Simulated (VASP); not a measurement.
Crystal: MgO.

```
Mg O
1.0
     2.93893    0.00000    0.00000
    -1.46947    2.54519    0.00000
     0.00000    0.00000    2.68051
Mg O
1 1
Direct
  0.00000 0.00000 0.00000
  0.33333 0.66667 0.50000
```

This cell differs from its parent crystal: functional r2SCAN, strained.

Base run:

```yaml
Program: VASP 6.6.1
Functional: r2SCAN
Potentials_or_basis: VASP PAW PBE potentials, release 64 (Mg_sv, O)
Cutoff: 660 eV
k_mesh: 12 × 12 × 10
Occupations: gaussian, width 0.02 eV
Spin: no spin polarisation
```

Its results: band gap on the k mesh 3.81 eV, indirect (least direct gap 4.21 eV); pressure -5.9 GPa.

The run is repeated on the same cell with these changes: potentials or basis from VASP PAW PBE potentials, release 64 (Mg_sv, O) to VASP PAW PBE potentials, release 64 (Mg, O); cutoff from 660 eV to 520 eV; further incar settings from ALGO = Normal; EDIFF = 1e-06; NBANDS = 15 to ALGO = Normal; EDIFF = 1e-07; NBANDS = 11; valence electrons from 16 to 8. What comes out?

Band gap on the k mesh 3.75 eV, indirect (least direct gap 4.16 eV); pressure -6.4 GPa.

Caveats: the PAW data sets were made with another functional, which shifts forces and pressure a little.

A k mesh can miss the band edges.
